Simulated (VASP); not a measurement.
# TiB (Fm-3m) in VASP: notebook

TiB is run at these levels: r2SCAN; tasks: single point, relaxation of cell and atoms.

All numbers are computed with VASP 6.6.1; they aren't measurements. Logs are shortened: lines on timing, memory, paths and dates and some standing lists are left out, and cuts for length are marked.

## 1. The cell of the first run

Symmetry: Fm-3m, No. 225, cubic system. Conventional cell: a = 4.527 Å, b = 4.527 Å, c = 4.527 Å, α = 90.00°, β = 90.00°, γ = 90.00°. Within 3.0 Å of Ti (site symmetry m-3m) lie 6 B at 2.26 Å. Within 3.0 Å of B (site symmetry m-3m) lie 6 Ti at 2.26 Å.

## 2. Single point, r2SCAN

POSCAR

```
TiB
1.0
    0.0000000000      2.2635081104      2.2635081104
    2.2635081104      0.0000000000      2.2635081104
    2.2635081104      2.2635081104      0.0000000000
Ti B
1 1
Direct
    0.0000000000      0.0000000000      0.0000000000
    0.5000000000      0.5000000000      0.5000000000
```

INCAR.step1

```
SYSTEM = TiB
ALGO     = Normal         ! electronic algorithm
EDIFF    = 1E-4           ! SCF threshold, eV
ENCUT    = 520            ! plane-wave cutoff, eV
GGA      = PE             ! functional
ISMEAR   = 0              ! smearing method
LASPH    = .True.         ! aspherical terms in the spheres
LCHARG   = .False.        ! write CHGCAR
LREAL    = .False.        ! projectors in reciprocal space
LWAVE    = .True.         ! write WAVECAR
NBANDS   = 14             ! bands
NELM     = 80             ! most SCF steps
PREC     = Accurate       ! precision mode
SIGMA    = 0.1            ! smearing width, eV
```

INCAR.step2

```
SYSTEM = TiB
ALGO     = Normal         ! electronic algorithm
EDIFF    = 1E-6           ! SCF threshold, eV
ENCUT    = 520            ! plane-wave cutoff, eV
ISIF     = 2              ! what is computed and relaxed
ISMEAR   = 0              ! smearing method
ISTART   = 1            
LASPH    = .True.         ! aspherical terms in the spheres
LCHARG   = .True.         ! write CHGCAR
LELF     = .True.         ! ELF
LMIXTAU  = .True.       
LREAL    = .False.        ! projectors in reciprocal space
LVHAR    = .True.       
LWAVE    = .False.        ! write WAVECAR
METAGGA  = R2SCAN         ! meta-GGA
NBANDS   = 14             ! bands
NELM     = 80             ! most SCF steps
PREC     = Accurate       ! precision mode
SIGMA    = 0.1            ! smearing width, eV
```

KPOINTS

```
k-points
0
Gamma
  8 8 8
  0 0 0
```

Potentials or basis: VASP PAW PBE potentials, release 64 (Ti_sv, B).

Started as:

```sh
> cat potpaw_PBE.64/Ti_sv/POTCAR potpaw_PBE.64/B/POTCAR > POTCAR
> cp INCAR.step1 INCAR
> mpirun -np 1 vasp_std > vasp.out
> cp INCAR.step2 INCAR
> mpirun -np 1 vasp_std > vasp.out
```

OUTCAR:

```text
SYSTEM = TiB
   EDIFF = 1E-6
   ENCUT = 520
   ISIF = 2
   ISMEAR = 0
   ISTART = 1
   LASPH = .True.
   LREAL = .False.
   METAGGA = R2SCAN
   NELM = 80
   PREC = Accurate

 ion  position               nearest neighbor table
   1  0.000  0.000  0.000-   2 2.26   2 2.26   2 2.26   2 2.26   2 2.26   2 2.26
   2  0.500  0.500  0.500-   1 2.26   1 2.26   1 2.26   1 2.26   1 2.26   1 2.26

  LATTYP: Found a face centered cubic cell.
 ALAT       =     4.5270162208

  Lattice vectors:

 A1 = (   0.0000000000,   2.2635081104,   2.2635081104)
 A2 = (   2.2635081104,   0.0000000000,   2.2635081104)
 A3 = (   2.2635081104,   2.2635081104,   0.0000000000)

Analysis of symmetry for initial positions (statically):
=====================================================================
 Subroutine PRICEL returns:
 Original cell was already a primitive cell.

 Routine SETGRP: Setting up the symmetry group for a
 face centered cubic supercell.

 Subroutine GETGRP returns: Found 48 space group operations
 (whereof 48 operations were pure point group operations)
 out of a pool of 48 trial point group operations.

The static configuration has the point symmetry O_h .

Analysis of symmetry for dynamics (positions and initial velocities):
=====================================================================
 Subroutine PRICEL returns:
 Original cell was already a primitive cell.

 Routine SETGRP: Setting up the symmetry group for a
 face centered cubic supercell.

 Subroutine GETGRP returns: Found 48 space group operations
 (whereof 48 operations were pure point group operations)
 out of a pool of 48 trial point group operations.

The dynamic configuration has the point symmetry O_h .

 Subroutine INISYM returns: Found 48 space group operations
 (whereof 48 operations are pure point group operations),
 and found     1 'primitive' translations

----------------------------------------------------------------------------------------

                                     Primitive cell

  volume of cell :      23.1940

  direct lattice vectors                    reciprocal lattice vectors
     0.000000000  2.263508110  2.263508110    -0.220896050  0.220896050  0.220896050
     2.263508110  0.000000000  2.263508110     0.220896050 -0.220896050  0.220896050
     2.263508110  2.263508110  0.000000000     0.220896050  0.220896050 -0.220896050

  length of vectors
     3.201083868  3.201083868  3.201083868     0.382603181  0.382603181  0.382603181

[... 85 lines left out ...]
   NFREE  =      0    steps in history (QN), initial steepest desc. (CG)
   ISIF   =      2    stress and relaxation
   ISYM   =      2    0-nonsym 1-usesym 2-fastsym
   POTIM  = 0.5000    time-step for ionic-motion
   TEBEG  =    0.0;   TEEND  =   0.0 temperature during run
   PSTRESS=    0.0 pullay stress
   NELECT =      15.0000    total number of electrons
   NUPDOWN=      -1.0000    fix difference up-down
   EMIN   =  10.00;   EMAX   =-10.00  energy-range for DOS
   EFERMI =   0.00;   METHOD = LEGACY
   ISMEAR =     0;   SIGMA  =   0.10  broadening in eV -4-tet -1-fermi 0-gaus
   EFERMI_NEDOS =   21; number of points for ismear=-14 and -15
   IALGO  =     38    algorithm
   IMIX   =      4    mixing-type and parameters
     AMIX     =   0.40;   BMIX     =  1.00
     AMIX_MAG =   1.60;   BMIX_MAG =  1.00
  volume/ion in A,a.u.               =      11.60        78.26
  Fermi-wavevector in a.u.,A,eV,Ry     =   1.415728  2.675338 27.269969  2.004286
  Thomas-Fermi vector in A             =   2.537136
   LORBIT       =      0    0 simple, 1 ext, 2 COOP (PROOUT), +10 PAW based schemes
   METAGGA = R2SCAN    functional components
   LHFCALC =     F    Hartree Fock is set to
   AEXX    =    0.0000 exact exchange contribution
   IVDW    =     0    specifies the selected vdW correction
   LEPSILON=     F    determine dielectric tensor
   LRPA    =     F    only Hartree local field effects (RPA)
 non-spin polarized calculation
 Gauss-broadening in eV      SIGMA  =   0.10
  energy-cutoff  :      520.00
  volume of cell :       23.19
 maximum number of plane-waves:       637
   NGX = 11   NGY = 11   NGZ = 11

 number of electron      15.0000004 magnetization

 Free energy of the ion-electron system (eV)
  ---------------------------------------------------
  ext. energy  EPLUGINS =         0.00000000
  ---------------------------------------------------
  free energy    TOTEN  =       -21.03875112 eV

  energy without entropy =      -21.03149732  energy(sigma->0) =      -21.03512422

 E-fermi :   7.2819     XC(G=0): -12.8267

 val. band max:        7.2341798524   @ k =   0.2500   0.0000   0.0000
 cond. band min:       7.2928755642   @ k =  -0.3750   0.3750   0.0000
 fundamental gap:      0.0586957118
 Fermi energy:         7.2819136627

 k-point     1 :       0.0000    0.0000    0.0000
  band No.  band energies     occupation
      1     -50.8721      2.00000
      2     -25.9439      2.00000
      3     -25.9438      2.00000
      4     -25.9438      2.00000
      5      -2.4055      2.00000
      6       8.9217      0.00000
      7       8.9217      0.00000
      8       8.9217      0.00000
      9       9.5712      0.00000
     10       9.5712      0.00000
     11      11.9384      0.00000
     12      11.9384      0.00000
     13      11.9384      0.00000
     14      21.5677      0.00000
[... 377 lines left out ...]
      1     -50.8212      2.00000
      2     -26.2236      2.00000
      3     -26.0649      2.00000
      4     -26.0068      2.00000
      5       1.7605      2.00000
      6       3.7864      2.00000
      7       5.7870      2.00000
      8       6.5015      2.00000
      9      10.8899      0.00000
     10      10.9470      0.00000
     11      12.0385      0.00000
     12      15.1195      0.00000
     13      15.2082      0.00000
     14      19.7216      0.00000

 [... further k-points ...]
[... 5 lines left out ...]
  --------------------------------------------------------------------------------------
  -------------------------------------------------------------------------------------
  Total        0.0973793      0.0973793      0.0973793      0.0000000      0.0000000     -0.0000000
  in kB        6.7266874      6.7266874      6.7266874      0.0000000      0.0000000     -0.0000000
  external PRESSURE =       6.7266874 kB  Pullay stress =       0.0000000 kB

 VOLUME and BASIS-vectors are now :
 -----------------------------------------------------------------------------
  energy-cutoff  :      520.00
  volume of cell :       23.19
      direct lattice vectors                 reciprocal lattice vectors
     0.000000000  2.263508110  2.263508110    -0.220896050  0.220896050  0.220896050
     2.263508110  0.000000000  2.263508110     0.220896050 -0.220896050  0.220896050
     2.263508110  2.263508110  0.000000000     0.220896050  0.220896050 -0.220896050

 POSITION                                       TOTAL-FORCE (eV/Angst)
 -----------------------------------------------------------------------------------
      0.00000      0.00000      0.00000        -0.000000      0.000000     -0.000000
      2.26351      2.26351      2.26351         0.000000     -0.000000      0.000000
 -----------------------------------------------------------------------------------
    total drift:                                0.000000     -0.000000     -0.000000

  FREE ENERGIE OF THE ION-ELECTRON SYSTEM (eV)
  ---------------------------------------------------
  free  energy   TOTEN  =       -21.0387511168 eV

  energy  without entropy=      -21.0314973152  energy(sigma->0) =      -21.03512422
```

OUTCAR.step1:

```text
SYSTEM = TiB
   EDIFF = 1E-4
   ENCUT = 520
   GGA = PE
   ISMEAR = 0
   LASPH = .True.
   LREAL = .False.
[... 628 lines left out ...]
      0.00000      0.00000      0.00000        -0.000000     -0.000000      0.000000
      2.26351      2.26351      2.26351         0.000000      0.000000     -0.000000
 -----------------------------------------------------------------------------------
    total drift:                                0.000000     -0.000000     -0.000000

  FREE ENERGIE OF THE ION-ELECTRON SYSTEM (eV)
  ---------------------------------------------------
  free  energy   TOTEN  =       -15.1768733436 eV

  energy  without entropy=      -15.1680370412  energy(sigma->0) =      -15.17245519
```

OSZICAR.step1:

```text
N       E                     dE             d eps       ncg     rms          rms(c)
DAV:   1     0.108280857497E+03    0.10828E+03   -0.72670E+03   812   0.117E+03
DAV:   2    -0.122888347681E+02   -0.12057E+03   -0.11592E+03   884   0.319E+02
DAV:   3    -0.186248745016E+02   -0.63360E+01   -0.62126E+01  1100   0.717E+01
DAV:   4    -0.188012678978E+02   -0.17639E+00   -0.17621E+00  1016   0.110E+01
DAV:   5    -0.188058378654E+02   -0.45700E-02   -0.45699E-02  1102   0.156E+00    0.147E+01
DAV:   6    -0.152356465235E+02    0.35702E+01   -0.74787E+00  1072   0.441E+01    0.349E+00
DAV:   7    -0.151703436211E+02    0.65303E-01   -0.79834E-01   872   0.119E+01    0.266E+00
DAV:   8    -0.151747603643E+02   -0.44167E-02   -0.41023E-02  1176   0.256E+00    0.743E-01
DAV:   9    -0.151769354922E+02   -0.21751E-02   -0.13341E-02   956   0.141E+00    0.239E-01
DAV:  10    -0.151768733436E+02    0.62149E-04   -0.71821E-04  1038   0.215E-01
   1 F= -.15176873E+02 E0= -.15172455E+02  d E =-.883630E-02
```

Run time: 36 s. Hardware: 1 thread of Intel Xeon Platinum 8259CL at 2.50GHz (Skylake/Cascade Lake), shared host; peak memory 0.15 GiB.

What came out:

```
Free energy            : -21.0388 eV
Pressure               : 0.7 GPa
Band gap on the k mesh : zero (an odd number of electrons rules out a gap without spin polarisation)
```

Caveat: the PAW data sets were made with another functional, which shifts forces and pressure a little; an odd number of electrons without spin polarisation forces a metal; a magnetic or distorted state may lie lower.

## 3. Single point, r2SCAN

POSCAR

```
TiB
1.0
    0.0000000000      2.2641478865      2.2641478865
    2.2641478865      0.0000000000      2.2641478865
    2.2641478865      2.2641478865      0.0000000000
Ti B
1 1
Direct
    0.0000000000      0.0000000000      0.0000000000
    0.5000000000      0.5000000000      0.5000000000
```

INCAR.step1

```
SYSTEM = TiB
PREC = Accurate
ENCUT = 520
ISMEAR = 0
SIGMA = 0.1
LREAL = .FALSE.
LASPH = .TRUE.
NELM = 100
NBANDS = 14
GGA = PE
ALGO = Normal
EDIFF = 1E-4
LWAVE = .TRUE.
LCHARG = .FALSE.
```

INCAR.step2

```
SYSTEM = TiB
PREC = Accurate
ENCUT = 520
EDIFF = 1E-6
ISMEAR = 0
SIGMA = 0.1
LREAL = .FALSE.
LASPH = .TRUE.
NELM = 100
ALGO = Normal
ISIF = 2
LWAVE = .FALSE.
LCHARG = .FALSE.
METAGGA = R2SCAN
LMIXTAU = .TRUE.
NBANDS = 14
ISTART = 1
```

KPOINTS

```
Automatic mesh
0
G
  16 16 16
  0 0 0
```

Potentials or basis: VASP PAW PBE potentials, release 64 (Ti_sv, B).

Started as:

```sh
> cat potpaw_PBE.64/Ti_sv/POTCAR potpaw_PBE.64/B/POTCAR > POTCAR
> cp INCAR.step1 INCAR
> mpirun -np 1 vasp_std > vasp.out
> cp INCAR.step2 INCAR
> mpirun -np 1 vasp_std > vasp.out
```

Wall time 1.9 min (1 thread of Intel Xeon Platinum 8259CL at 2.50GHz (Skylake/Cascade Lake), shared host); peak memory 0.18 GiB.

Results (log left out):

- Free energy: -21.0441 eV
- Pressure: 0.5 GPa
- Band gap on the k mesh: zero (an odd number of electrons rules out a gap without spin polarisation)

Levels at points of the mesh, in eV from the Fermi level:
| k point | band 6 | band 7 | band 8 | band 9 | band 10 | band 11 |
| --- | --- | --- | --- | --- | --- | --- |
| (0.00, 0.00, 0.00) | 1.69 | 1.69 | 1.69 | 2.34 | 2.34 | 4.71 |
| (0.50, 0.00, 0.00) | -4.41 | -1.11 | -1.11 | 3.74 | 3.74 | 5.14 |
| (0.50, 0.50, 0.00) | -2.15 | -0.52 | 2.20 | 2.20 | 3.24 | 4.28 |

Caveat: the PAW data sets were made with another functional, which shifts forces and pressure a little; an odd number of electrons without spin polarisation forces a metal; a magnetic or distorted state may lie lower.

## 4. Relaxation of cell and atoms, r2SCAN

This run uses another cell than the first one, of 10.83 Å³/atom.

POSCAR

```
TiB
1.0
    0.0000000000      2.2122036100      2.2122036100
    2.2122036100      0.0000000000      2.2122036100
    2.2122036100      2.2122036100      0.0000000000
Ti B
1 1
Direct
    0.0000000000      0.0000000000      0.0000000000
    0.5000000000      0.5000000000      0.5000000000
```

INCAR.step1

```
PREC     = Accurate       # precision mode
ENCUT    = 600            # plane-wave cutoff, eV
ISMEAR   = 0              # smearing method
SIGMA    = 0.1            # smearing width, eV
LREAL    = F              # projectors in reciprocal space
LASPH    = T              # aspherical terms in the spheres
NELM     = 80             # most SCF steps
GGA      = PE             # functional
ALGO     = Normal         # electronic algorithm
EDIFF    = 1E-4           # SCF threshold, eV
LWAVE    = T              # write WAVECAR
LCHARG   = F              # write CHGCAR
```

INCAR.step2

```
PREC     = Accurate       # precision mode
ENCUT    = 600            # plane-wave cutoff, eV
EDIFF    = 1E-6           # SCF threshold, eV
ISMEAR   = 0              # smearing method
SIGMA    = 0.1            # smearing width, eV
LREAL    = F              # projectors in reciprocal space
LASPH    = T              # aspherical terms in the spheres
NELM     = 80             # most SCF steps
ALGO     = Normal         # electronic algorithm
ISIF     = 3              # what is computed and relaxed
LWAVE    = F              # write WAVECAR
LCHARG   = F              # write CHGCAR
METAGGA  = R2SCAN         # meta-GGA
LMIXTAU  = T            
IBRION   = 2              # ionic algorithm
NSW      = 80             # ionic steps
EDIFFG   = -0.05          # ionic threshold
ISTART   = 1
```

KPOINTS

```
regular mesh
0
Gamma
  8 8 8
```

Started as:

```sh
> cat potpaw_PBE.64/Ti_sv/POTCAR potpaw_PBE.64/B/POTCAR > POTCAR
> cp INCAR.step1 INCAR
> mpirun -np 1 vasp_std > vasp.out
> cp INCAR.step2 INCAR
> mpirun -np 1 vasp_std > vasp.out
```

It took 2.6 min on 1 thread of Intel Xeon Platinum 8259CL at 2.50GHz (Skylake/Cascade Lake), shared host; peak memory 0.17 GiB.

The run converged. Its results:

- Free energy: -21.0392 eV
- Relaxed volume: 11.65 Å³/atom
- Relaxed cell: a = 3.206 Å, b = 3.206 Å, c = 3.206 Å, α = 60.00°, β = 60.00°, γ = 60.00°
- Space group after relaxing (to 0.1 Å): Fm-3m (No. 225)
- Energy gained by relaxing: 35.9 meV/atom
- Ionic steps: 3
- Pressure after relaxing: -0.1 GPa
- Band gap on the k mesh: zero (an odd number of electrons rules out a gap without spin polarisation)

Step by step:
```
step  energy change (eV)  largest force (eV/Å)  pressure (GPa)  volume (Å³)
   1              0.0000                0.0000           14.97        21.65
   2             -0.0101                0.0000          -10.99        24.98
   3             -0.0718                0.0000           -0.12        23.30
```

Final structure:
```xyz
2
Lattice="0.0000 2.2669 2.2669 2.2669 0.0000 2.2669 2.2669 2.2669 0.0000" Properties=species:S:1:pos:R:3 pbc="T T T"
Ti    0.0000    0.0000    0.0000
B     2.2669    2.2669    2.2669
```

Levels at points of the mesh, in eV from the Fermi level:
```csv
k point,band 4,band 5,band 6,band 7,band 8,band 9,band 10,band 11
"(0.00, 0.00, 0.00)",-33.24,-9.67,1.64,1.64,1.64,2.28,2.28,4.64
"(0.50, 0.00, 0.00)",-33.28,-5.34,-4.45,-1.16,-1.16,3.67,3.67,5.06
"(0.50, 0.50, 0.00)",-33.36,-6.39,-2.21,-0.57,2.13,2.13,3.17,4.21
```

Caveat: the PAW data sets were made with another functional, which shifts forces and pressure a little; an odd number of electrons without spin polarisation forces a metal; a magnetic or distorted state may lie lower.

(Part 1 of 2 ends here.)

The gap in the log of VASP goes by the Fermi energy; the results here count the filled bands.